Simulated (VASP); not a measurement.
ZnO:

```
Zn O
1.0
     3.26019    0.00000    0.00000
    -1.63010    2.82341    0.00000
     0.00000    0.00000    5.22109
Zn O
2 2
Direct
  0.33333 0.66667 0.00000
  0.66667 0.33333 0.50000
  0.33333 0.66667 0.38210
  0.66667 0.33333 0.88210
```

| Item | Value |
| --- | --- |
| Program | VASP 6.6.1 |
| Task | relaxation of cell and atoms |
| Functional | PBE |
| Potentials or basis | VASP PAW PBE potentials, release 64 (Zn, O) |
| Cutoff | 600 eV |
| k mesh | 12 × 12 × 8 |
| Occupations | gaussian, width 0.05 eV |
| Spin | no spin polarisation |

At the start: pressure 4.3 GPa; volume 12.01 Å³/atom.

Q: Where does the relaxation end?

A: Over 10 steps the energy falls by 5.2 meV/atom and the volume is 12.39 Å³/atom (+3.1 %); space group P6_3mc (No. 186, to 0.05 Å).

The path:
| step | energy change (eV) | largest force (eV/Å) | pressure (GPa) | volume (Å³) |
| --- | --- | --- | --- | --- |
| 1 | 0.0000 | 0.0323 | 4.35 | 48.06 |
| 2 | -0.0153 | 0.0227 | -1.97 | 50.36 |
| 3 | -0.0200 | 0.0259 | -0.03 | 49.58 |
| 4 | -0.0200 | 0.0259 | 0.03 | 49.55 |
| 5 | -0.0202 | 0.0244 | 0.12 | 49.55 |
| 6 | -0.0206 | 0.0173 | 0.16 | 49.55 |
| 7 | -0.0207 | 0.0151 | 0.14 | 49.55 |
| 8 | -0.0206 | 0.0149 | -0.24 | 49.69 |
| 9 | -0.0207 | 0.0041 | -0.05 | 49.60 |
| 10 | -0.0207 | 0.0068 | 0.02 | 49.57 |

Final structure:
```cif
data_structure
_symmetry_space_group_name_H-M 'P 1'
_symmetry_Int_Tables_number 1
_cell_length_a 3.2854
_cell_length_b 3.2854
_cell_length_c 5.3029
_cell_angle_alpha 90.000
_cell_angle_beta 90.000
_cell_angle_gamma 120.000
_cell_volume 49.57
loop_
_atom_site_label
_atom_site_type_symbol
_atom_site_fract_x
_atom_site_fract_y
_atom_site_fract_z
_atom_site_occupancy
Zn1 Zn 0.33333 0.66667 0.00163 1
Zn2 Zn 0.66667 0.33333 0.50163 1
O1 O 0.33333 0.66667 0.38047 1
O2 O 0.66667 0.33333 0.88047 1
```
